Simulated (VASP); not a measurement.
# Hf (P6_3/mmc) in VASP: notebook

The runs below take Hf through single point, relaxation of shape and atoms at fixed volume, with PBEsol.

Everything below comes from runs of VASP 6.6.1. Logs are shortened: lines on timing, memory, paths and dates and some standing lists are left out, and cuts for length are marked.

### 1 The cell of the first run

It takes space group P6_3/mmc (No. 194, hexagonal). The conventional cell has a = 3.161 Å, b = 3.161 Å, c = 4.994 Å, α = 90.00°, β = 90.00°, γ = 120.00°. Within 4.1 Å of Hf (site symmetry -6m2) lie 12 Hf at 3.09 to 3.16 Å.

### 2 Single point, PBEsol

Input file INCAR:

```
SYSTEM = Hf
ALGO = Normal ; EDIFF = 1E-6
ENCUT = 520 ; GGA = PS
ISIF = 2 ; ISMEAR = 0
LASPH = .TRUE. ; LCHARG = .FALSE.
LREAL = .FALSE. ; LWAVE = .FALSE.
NBANDS = 17 ; NELM = 60
PREC = Accurate ; SIGMA = 0.05
```

Input file KPOINTS:

```
k-points
0
G
  16 16 10
  0 0 0
```

Input file POSCAR:

```
Hf
1.0
    3.1607701776      0.0000000000      0.0000000000
   -1.5803850888      2.7373072694      0.0000000000
    0.0000000000      0.0000000000      4.9936881179
Hf
2
Direct
    0.3333333333      0.6666666667      0.2500000000
    0.6666666667      0.3333333333      0.7500000000
```

Potentials or basis: VASP PAW PBE potentials, release 64 (Hf_pv).

The run is started by

```console
> cat potpaw_PBE.64/Hf_pv/POTCAR > POTCAR
> mpirun -np 1 vasp_std > vasp.out
```

OUTCAR:

```text
SYSTEM = Hf
   EDIFF = 1E-6
   ENCUT = 520
   GGA = PS
   ISIF = 2
   ISMEAR = 0
   LASPH = .TRUE.
   LREAL = .FALSE.
   NELM = 60
   PREC = Accurate

 ion  position               nearest neighbor table
   1  0.333  0.667  0.250-   2 3.09   2 3.09   2 3.09   2 3.09   2 3.09   2 3.09
   2  0.667  0.333  0.750-   1 3.09   1 3.09   1 3.09   1 3.09   1 3.09   1 3.09

  LATTYP: Found a hexagonal cell.
 ALAT       =     3.1607701776
 C/A-ratio  =     1.5798959865

  Lattice vectors:

 A1 = (   3.1607701776,   0.0000000000,   0.0000000000)
 A2 = (  -1.5803850888,   2.7373072694,   0.0000000000)
 A3 = (   0.0000000000,   0.0000000000,   4.9936881179)

Analysis of symmetry for initial positions (statically):
=====================================================================
 Subroutine PRICEL returns:
 Original cell was already a primitive cell.

 Routine SETGRP: Setting up the symmetry group for a
 hexagonal supercell.

 Subroutine GETGRP returns: Found 24 space group operations
 (whereof 12 operations were pure point group operations)
 out of a pool of 24 trial point group operations.

The static configuration has the point symmetry D_3d.
 The point group associated with its full space group is D_6h.

Analysis of symmetry for dynamics (positions and initial velocities):
=====================================================================
 Subroutine PRICEL returns:
 Original cell was already a primitive cell.

 Routine SETGRP: Setting up the symmetry group for a
 hexagonal supercell.

 Subroutine GETGRP returns: Found 24 space group operations
 (whereof 12 operations were pure point group operations)
 out of a pool of 24 trial point group operations.

The dynamic configuration has the point symmetry D_3d.
 The point group associated with its full space group is D_6h.

 Subroutine INISYM returns: Found 24 space group operations
 (whereof 12 operations are pure point group operations),
 and found     1 'primitive' translations

----------------------------------------------------------------------------------------

                                     Primitive cell

  volume of cell :      43.2054

  direct lattice vectors                    reciprocal lattice vectors
     3.160770178  0.000000000  0.000000000     0.316378586  0.182661262  0.000000000
    -1.580385089  2.737307269  0.000000000     0.000000000  0.365322524  0.000000000
     0.000000000  0.000000000  4.993688118     0.000000000  0.000000000  0.200252794

  length of vectors
     3.160770178  3.160770178  4.993688118     0.365322524  0.365322524  0.200252794

  position of ions in fractional coordinates (direct lattice)
     0.333333333  0.666666667  0.250000000
     0.666666667  0.333333333  0.750000000

  ion indices of the primitive-cell ions
   primitive index   ion index
                 1           1
                 2           2

----------------------------------------------------------------------------------------

 KPOINTS: k-points

Automatic generation of k-mesh.
 Grid dimensions read from file:
 generate k-points for:   16   16   10

 Generating k-lattice:

  Cartesian coordinates                     Fractional coordinates (reciprocal lattice)
     0.019773662  0.011416329  0.000000000     0.062500000  0.000000000  0.000000000
     0.000000000  0.022832658  0.000000000     0.000000000  0.062500000  0.000000000
     0.000000000  0.000000000  0.020025279     0.000000000  0.000000000  0.100000000

  Length of vectors
     0.022832658  0.022832658  0.020025279

  Shift w.r.t. Gamma in fractional coordinates (k-lattice)
     0.000000000  0.000000000  0.000000000

 Subroutine IBZKPT returns following result:
 ===========================================

 Found    180 irreducible k-points:

 Following reciprocal coordinates:
            Coordinates               Weight
  0.000000  0.000000  0.000000      1.000000
  0.062500  0.000000  0.000000      6.000000
  0.125000  0.000000  0.000000      6.000000
  0.187500  0.000000  0.000000      6.000000
  0.250000  0.000000  0.000000      6.000000
  0.312500  0.000000  0.000000      6.000000
[... 16 lines left out ...]
  0.187500  0.187500  0.000000      6.000000
  0.250000  0.187500  0.000000     12.000000
 [... further k-points ...]
   k-points           NKPTS =    180   k-points in BZ     NKDIM =    180   number of bands    NBANDS=     17
   number of dos      NEDOS =    301   number of ions     NIONS =      2
   total plane-waves  NPLWV =  23040
   dimension x,y,z NGX =    24 NGY =   24 NGZ =   40
   dimension x,y,z NGXF=    48 NGYF=   48 NGZF=   80
   ions per type =               2
   NGX,Y,Z   is equivalent  to a cutoff of  12.62, 12.62, 13.32 a.u.
   NGXF,Y,Z  is equivalent  to a cutoff of  25.25, 25.25, 26.63 a.u.
 SYSTEM =  Hf
   PREC   = accura    normal or accurate (medium, high low for compatibility)
   ISTART =      0    job   : 0-new  1-cont  2-samecut
   ICHARG =      2    charge: 1-file 2-atom 10-const
   ISPIN  =      1    spin polarized calculation?
   LNONCOLLINEAR =      F non collinear calculations
   LSORBIT =      F    spin-orbit coupling
   LASPH  =      T    aspherical Exc in radial PAW
   ENCUT  =  520.0 eV  38.22 Ry    6.18 a.u.   5.88  5.88  9.28*2*pi/ulx,y,z
   NELM   =     60;   NELMIN=  2; NELMDL= -5     # of ELM steps
   EDIFF  = 0.1E-05   stopping-criterion for ELM
   LREAL  =      F    real-space projection
   EDIFFG = 0.1E-04   stopping-criterion for IOM
   NSW    =      0    number of steps for IOM
   IBRION =     -1    ionic relax: 0-MD 1-quasi-New 2-CG
   NFREE  =      0    steps in history (QN), initial steepest desc. (CG)
   ISIF   =      2    stress and relaxation
   ISYM   =      2    0-nonsym 1-usesym 2-fastsym
   POTIM  = 0.5000    time-step for ionic-motion
   TEBEG  =    0.0;   TEEND  =   0.0 temperature during run
   PSTRESS=    0.0 pullay stress
   NELECT =      20.0000    total number of electrons
   NUPDOWN=      -1.0000    fix difference up-down
   EMIN   =  10.00;   EMAX   =-10.00  energy-range for DOS
   EFERMI =   0.00;   METHOD = LEGACY
   ISMEAR =     0;   SIGMA  =   0.05  broadening in eV -4-tet -1-fermi 0-gaus
   EFERMI_NEDOS =   21; number of points for ismear=-14 and -15
   IALGO  =     38    algorithm
   IMIX   =      4    mixing-type and parameters
     AMIX     =   0.40;   BMIX     =  1.00
     AMIX_MAG =   1.60;   BMIX_MAG =  1.00
  volume/ion in A,a.u.               =      21.60       145.78
  Fermi-wavevector in a.u.,A,eV,Ry     =   1.266404  2.393156 21.820732  1.603779
  Thomas-Fermi vector in A             =   2.399606
   LORBIT       =      0    0 simple, 1 ext, 2 COOP (PROOUT), +10 PAW based schemes
   GGA     = PS    functional components
   LHFCALC =     F    Hartree Fock is set to
   AEXX    =    0.0000 exact exchange contribution
   IVDW    =     0    specifies the selected vdW correction
   LEPSILON=     F    determine dielectric tensor
   LRPA    =     F    only Hartree local field effects (RPA)
 non-spin polarized calculation
 Gauss-broadening in eV      SIGMA  =   0.05
  energy-cutoff  :      520.00
  volume of cell :       43.21
 maximum number of plane-waves:      1194
 NGX is ok and might be reduce to    24
   NGX = 11   NGY = 11   NGZ = 19

 number of electron      19.9999996 magnetization

 Free energy of the ion-electron system (eV)
  ---------------------------------------------------
  ext. energy  EPLUGINS =         0.00000000
  ---------------------------------------------------
  free energy    TOTEN  =       -21.00729605 eV

  energy without entropy =      -21.00522385  energy(sigma->0) =      -21.00625995

 E-fermi :   5.0063     XC(G=0): -11.5521

 val. band max:        4.9917516119   @ k =   0.3125   0.1875   0.5000
 cond. band min:       5.0063809113   @ k =   0.3750   0.2500   0.3000
 fundamental gap:      0.0146292994
 Fermi energy:         5.0063168637

 k-point     1 :       0.0000    0.0000    0.0000
  band No.  band energies     occupation
      1     -26.0111      2.00000
      2     -25.1681      2.00000
      3     -25.1681      2.00000
      4     -25.0269      2.00000
      5     -25.0233      2.00000
      6     -25.0233      2.00000
[... 9 lines left out ...]
     16       7.6811      0.00000
     17      10.5153      0.00000

 k-point     2 :       0.0625    0.0000    0.0000
  band No.  band energies     occupation
      1     -25.9996      2.00000
      2     -25.1928      2.00000
      3     -25.1764      2.00000
      4     -25.0494      2.00000
      5     -25.0322      2.00000
      6     -25.0264      2.00000
[... 9 lines left out ...]
     16       7.5600      0.00000
     17      10.6164      0.00000

 k-point     3 :       0.1250    0.0000    0.0000
  band No.  band energies     occupation
      1     -25.9660      2.00000
      2     -25.2629      2.00000
      3     -25.1996      2.00000
      4     -25.1226      2.00000
      5     -25.0481      2.00000
      6     -25.0360      2.00000
[... 9 lines left out ...]
     16       7.4758      0.00000
     17      10.8568      0.00000

 k-point     4 :       0.1875    0.0000    0.0000
  band No.  band energies     occupation
      1     -25.9129      2.00000
      2     -25.3680      2.00000
      3     -25.2331      2.00000
      4     -25.2289      2.00000
      5     -25.0747      2.00000
      6     -25.0512      2.00000
[... 9 lines left out ...]
     16       8.0041      0.00000
     17      11.1300      0.00000
[... 343 lines left out ...]
      1     -25.7849      2.00000
      2     -25.6190      2.00000
      3     -25.5691      2.00000
      4     -25.4169      2.00000
      5     -25.2986      2.00000
      6     -25.1864      2.00000
[... 9 lines left out ...]
     16      11.4318      0.00000
     17      12.3825      0.00000

 k-point    23 :       0.1875    0.1875    0.0000
  band No.  band energies     occupation
      1     -25.7476      2.00000
      2     -25.5489      2.00000
      3     -25.5417      2.00000
      4     -25.2998      2.00000
      5     -25.1698      2.00000
      6     -25.1616      2.00000
[... 9 lines left out ...]
     16      10.2190      0.00000
     17      11.2216      0.00000

 k-point    24 :       0.2500    0.1875    0.0000
  band No.  band energies     occupation
      1     -25.6724      2.00000
      2     -25.6425      2.00000
      3     -25.5774      2.00000
      4     -25.3588      2.00000
      5     -25.2202      2.00000
      6     -25.2049      2.00000
[... 9 lines left out ...]
     16      11.1523      0.00000
     17      11.2223      0.00000

 [... further k-points ...]

------------------------ aborting loop because EDIFF is reached ----------------------------------------

  FORCE on cell =-STRESS in cart. coord.  units (eV):
  Direction    XX          YY          ZZ          XY          YZ          ZX
  --------------------------------------------------------------------------------------
  -------------------------------------------------------------------------------------
  Total       -0.0797387     -0.0797387     -0.1191862      0.0000000     -0.0000000      0.0000000
  in kB       -2.9569363     -2.9569363     -4.4197583      0.0000000     -0.0000000      0.0000000
  external PRESSURE =      -3.4445437 kB  Pullay stress =       0.0000000 kB

 VOLUME and BASIS-vectors are now :
 -----------------------------------------------------------------------------
  energy-cutoff  :      520.00
  volume of cell :       43.21
      direct lattice vectors                 reciprocal lattice vectors
     3.160770178  0.000000000  0.000000000     0.316378586  0.182661262  0.000000000
    -1.580385089  2.737307269  0.000000000     0.000000000  0.365322524  0.000000000
     0.000000000  0.000000000  4.993688118     0.000000000  0.000000000  0.200252794

 POSITION                                       TOTAL-FORCE (eV/Angst)
 -----------------------------------------------------------------------------------
     -0.00000      1.82487      1.24842         0.000000     -0.000000      0.000000
      1.58039      0.91244      3.74527        -0.000000      0.000000      0.000000
 -----------------------------------------------------------------------------------
    total drift:                               -0.000000      0.000000     -0.000000

  FREE ENERGIE OF THE ION-ELECTRON SYSTEM (eV)
  ---------------------------------------------------
  free  energy   TOTEN  =       -21.0072960472 eV

  energy  without entropy=      -21.0052238458  energy(sigma->0) =      -21.00625995
```

Run time: 1.7 min. Hardware: 1 thread of Intel Xeon 8259CL, shared host; peak memory 0.24 GiB.

What came out:

```
Free energy            : -21.0073 eV
Pressure               : -0.3 GPa
Band gap on the k mesh : zero (bands 10 and 11 overlap by 1.52 eV)
```

Caveat: the PAW data sets were made with another functional, which shifts forces and pressure a little; spin-orbit coupling is left out, which moves the levels of the heavy elements.

### 3 Relaxation of shape and atoms at fixed volume, PBEsol (15.55 Å³/atom)

This run uses another cell than the first one, of 15.55 Å³/atom.

Input file INCAR:

```
  PREC = Accurate
  ENCUT = 600
  EDIFF = 1E-7
  ISMEAR = 0
  SIGMA = 0.05
  LREAL = False
  LASPH = True
  NELM = 80
  ALGO = Fast
  ISIF = 4
  LWAVE = False
  LCHARG = False
  GGA = PS
  IBRION = 2
  NSW = 60
  EDIFFG = -0.01
```

Input file KPOINTS:

```
Automatic mesh
0
Gamma
  18 18 10
```

Input file POSCAR:

```
Hf
1.0
    2.8078844255      0.0000000000      0.0000000000
   -1.4039422128      2.4316992434      0.0000000000
    0.0000000000      0.0000000000      4.5559745930
Hf
2
Direct
    0.3333333333      0.6666666667      0.2500000000
    0.6666666667      0.3333333333      0.7500000000
```

Potentials or basis: VASP PAW PBE potentials, release 64 (Hf_pv).

The run is started by

```console
> cat potpaw_PBE.64/Hf_pv/POTCAR > POTCAR
> mpirun -np 1 vasp_std > vasp.out
```

Wall time 3 min (1 thread of Intel Xeon 8259CL, shared host); peak memory 0.24 GiB.

The run converged. Its results:

| Property | Result |
| --- | --- |
| Free energy | -19.1297 eV |
| Energy gained by relaxing | 0.9 meV/atom |
| Ionic steps | 2 |
| Pressure after relaxing | 63.2 GPa |
| Band gap on the k mesh | zero (bands 10 and 11 overlap by 1.81 eV) |

The path:
```csv
step,energy change (eV),largest force (eV/Å),pressure (GPa),volume (Å³)
1,0.0000,0.0000,63.61,31.11
2,-0.0017,0.0000,63.17,31.11
```

Final structure:
```
CELL_PARAMETERS angstrom
2.79736 0.00000 0.00000
-1.39868 2.42258 0.00000
0.00000 0.00000 4.59032
ATOMIC_POSITIONS crystal
Hf 0.33333 0.66667 0.25000
Hf 0.66667 0.33333 0.75000
```

Levels at points of the mesh, in eV from the Fermi level:
```tsv
k point	band 7	band 8	band 9	band 10	band 11	band 12	band 13	band 14
(0.00, 0.00, 0.00)	-8.39	-5.03	1.03	1.21	1.21	2.37	2.37	2.37
(0.50, 0.00, 0.00)	-4.46	-4.02	-3.73	0.60	0.85	1.16	2.28	9.06
(0.00, 0.00, 0.50)	-5.81	-5.81	-0.12	-0.12	1.15	1.15	1.15	1.15
(0.50, 0.00, 0.50)	-4.84	-4.84	-2.11	-2.11	3.21	3.21	3.69	3.69
```

Caveat: the PAW data sets were made with another functional, which shifts forces and pressure a little; spin-orbit coupling is left out, which moves the levels of the heavy elements.
